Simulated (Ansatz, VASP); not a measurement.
**GaCo: VASP beside Ansatz**

File INCAR:

```
SYSTEM = GaCo
PREC     = Accurate       ! precision mode
ENCUT    = 520            ! plane-wave cutoff, eV
EDIFF    = 1E-6           ! SCF threshold, eV
ISMEAR   = 0              ! smearing method
SIGMA    = 0.15           ! smearing width, eV
LREAL    = .False.        ! projectors in reciprocal space
LASPH    = .True.         ! aspherical terms in the spheres
NELM     = 80             ! most SCF steps
ALGO     = Fast           ! electronic algorithm
ISIF     = 2              ! what is computed and relaxed
LWAVE    = .False.        ! write WAVECAR
LCHARG   = .False.        ! write CHGCAR
GGA      = PS             ! functional
NBANDS   = 18             ! bands
```

KPOINTS

```
Automatic mesh
0
Gamma
  16 16 16
  0 0 0
```

File POSCAR:

```
GaCo
1.0
    2.9984240000      0.0000000000      0.0000000000
    0.0000000000      2.9984240000      0.0000000000
    0.0000000000      0.0000000000      2.8831000000
Ga Co
1 1
Direct
    0.5000000000      0.5000000000      0.5000000000
    0.0000000000      0.0000000000      0.0000000000
```

Input for Ansatz:

```yaml
crystal:
  lattice:
    - [2.998424, 0.0, 0.0]
    - [0.0, 2.998424, 0.0]
    - [0.0, 0.0, 2.8831]
  atoms:
    - { symbol: Ga, position: [0.5, 0.5, 0.5] }
    - { symbol: Co, position: [0.0, 0.0, 0.0] }
basis:
  ecutwfc: 420
kpoints:
  mp_grid: { grid: [16, 16, 16] }
hamiltonian:
  xc: pbesol
scf:
  occupations: { method: gaussian, width: 0.15 }
output:
  forces: true
  stress: true
  eigenvalues: true
```

Change from the starting cell: strain +0.040 along x and y, +0.000 along z, atoms carried along.

Alike in both runs: task single point; functional PBEsol; k mesh 16 × 16 × 16; occupations gaussian, width 0.15 eV; no spin polarisation.

|  | VASP | Ansatz |
| --- | --- | --- |
| version | VASP 6.6.1 | Ansatz 0.2.0 |
| potentials or method | VASP PAW PBE potentials, release 64 (Ga_d, Co), cutoff 520 eV | scalar-relativistic, plane waves, PAW |
| valence electrons in the cell | 22 | 30 |

VASP gave:

```
gap on the k mesh at the Fermi level (eV)                     : none
pressure (GPa)                                                : -17.9
traceless stress, the component that is largest in VASP (GPa) : 1.83
```

Task: Which values does Ansatz return?

Result: gap on the k mesh at the Fermi level (eV): none; pressure (GPa): -18.4; traceless stress, the component that is largest in VASP (GPa): 1.82.

VASP's potentials were made for PBE, not for PBEsol. A gap of «none» marks a metal or a gap that the smearing closes. VASP's potentials hold 22 valence electrons a cell and Ansatz's 30, so a difference there can come from the potentials and not from the codes.
